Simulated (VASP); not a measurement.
Runs of VASP 6.6.1 on Ag. The structure is that of space group Fm-3m (No. 225), or close to it. The cells are those of the table. 

```tsv
task	level	spin	U	cell	k mesh	cutoff (eV)	smearing	grid for exact exchange (PRECFOCK)	share of exact exchange	gap on the mesh (eV)	pressure (GPa)	moment (μB)
single point	PBE+D4+U	non-collinear, zero start, SOC	Ag d U = 4.5 eV	a = 2.906 Å, angles 60.0°, 1 atom	11 × 11 × 11	630	tetrahedron	-	-	-	-0.8	0.00
single point	HF	off	-	a = 2.927 Å, angles 60.0°, 1 atom	6 × 6 × 6	470	fermi-dirac 0.05 eV	Normal	1	none	10.9	-
relaxation of cell and atoms	PBE+D4+U	non-collinear, zero start, SOC	Ag d U = 4.5 eV	relaxed from a = 2.889 Å, angles 60.0°, 1 atom	11 × 11 × 11	630	tetrahedron	-	-	-	0.0	0.00
single point	r2SCAN0	off	-	a = 2.908 Å, angles 60.0°, 1 atom	6 × 6 × 6	510	fermi-dirac 0.05 eV	Normal	0.25	none	(a)	-
single point	PBE+D4+U	non-collinear, zero start, SOC	Ag d U = 7.5 eV	a = 2.929 Å, angles 60.0°, 1 atom	8 × 8 × 8	630	methfessel-paxton 0.2 eV	-	-	-	-0.8	0.00
```

Alike in all rows: potentials or basis VASP PAW PBE potentials, release 64 (Ag_sv_GW).

Estimate the missing entries.

(a) -1.9.

Caveats: some runs use coarse meshes; the U is typed as a test and isn't derived for this compound (at least some runs); the PAW data sets were made with another functional, which shifts forces and pressure a little (at least some runs).

A k mesh can miss the band edges, and rows without SOC leave out spin-orbit coupling on Ag.

A gap of «none» marks levels without a gap at the run's occupations.
